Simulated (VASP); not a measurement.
Wanted: the native input for a VASP 6.6.1 run.

```
Task                   : single point
Functional             : PBE
Potentials or basis    : VASP PAW PBE potentials, release 64 (Pb_d, F)
Cutoff                 : 520 eV
k mesh                 : 10 × 10 × 10
Occupations            : gaussian, width 0.05 eV
Spin                   : no spin polarisation
Dipole correction      : no
Further INCAR settings : ALGO = Normal; EDIFF = 1e-06; NBANDS = 21
```

The structure of PbF2 lies in POSCAR:

```
PbF2
1.0
    2.1210841894      1.2246085277      3.4660246807
   -2.1210841894      1.2246085277      3.4660246807
    0.0000000000     -2.4492170554      3.4660246807
Pb F
1 2
Direct
    0.0000000000      0.0000000000      0.0000000000
    0.2499510902      0.2499510902      0.2499510902
    0.7577426423      0.7577426423      0.7577426423
```

This cell differs from its parent crystal: atom 3 (F) moved 0.08 Å along z.

These files were run (other wordings do the same):

INCAR

```
SYSTEM = PbF2
PREC = Accurate ; ENCUT = 520
EDIFF = 1E-6 ; ISMEAR = 0
SIGMA = 0.05 ; LREAL = .False.
LASPH = .True. ; NELM = 80
ALGO = Normal ; ISIF = 2
LWAVE = .False. ; LCHARG = .False.
GGA = PE ; NBANDS = 21
```

KPOINTS

```
regular mesh
0
Gamma
  10 10 10
  0 0 0
```

Potentials or basis: VASP PAW PBE potentials, release 64 (Pb_d, F).

The run is started by

```console
$ cat potpaw_PBE.64/Pb_d/POTCAR potpaw_PBE.64/F/POTCAR > POTCAR
$ mpirun -np 1 vasp_std > vasp.out
```

Results of the run:

* Pressure: -0.1 GPa
* Largest force: 0.197 eV/Å
* Band gap on the k mesh: 4.31 eV (least direct gap 4.55 eV)

Caveat: the cell differs from its parent crystal (atom 3 (F) moved 0.08 Å along z); spin-orbit coupling is left out, which moves the levels of the heavy elements.

It took 69 s on 1 thread of Oxide Virtual Turin-like Processor, on a shared host, peak memory 0.22 GiB.
